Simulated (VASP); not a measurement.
Here is a VASP 6.6.1 calculation.

File INCAR:

```
SYSTEM = Ti
ALGO = Normal ; EDIFF = 1E-6
ENCUT = 520 ; GGA = CA
ISIF = 2 ; ISMEAR = -1
LASPH = .TRUE. ; LCHARG = .FALSE.
LREAL = .FALSE. ; LWAVE = .FALSE.
NBANDS = 25 ; NELM = 60
PREC = Accurate ; SIGMA = 0.15
```

The input KPOINTS:

```
k-points
0
G
  7 7 10
  0 0 0
```

The input POSCAR:

```
Ti
1.0
    4.6000000000      0.0000000000      0.0000000000
   -2.3000000000      3.9837170000      0.0000000000
    0.0000000000      0.0000000000      2.8200000000
Ti
3
Direct
    0.0000000000      0.0000000000      0.0000000000
    0.3333333333      0.6666666667      0.5000000000
    0.6666666667      0.3333333333      0.5000000000
```

Potentials or basis: VASP PAW LDA potentials, release 64 (Ti_sv).

Run with:

```bash
$ cat potpaw_LDA.64/Ti_sv/POTCAR > POTCAR
$ mpirun -np 1 vasp_std > vasp.out
```

Question: What does it give for the band gap on the k mesh?

Answer: Zero (bands 18 and 19 overlap by 0.24 eV).

Question: What does it give for the pressure?

Answer: -8.8 GPa.

Stress tensor (GPa, compression positive):
```
-9.20  0.00  0.00
 0.00 -9.20  0.00
 0.00  0.00 -7.91
```

Caveat: the cell stands under tension.
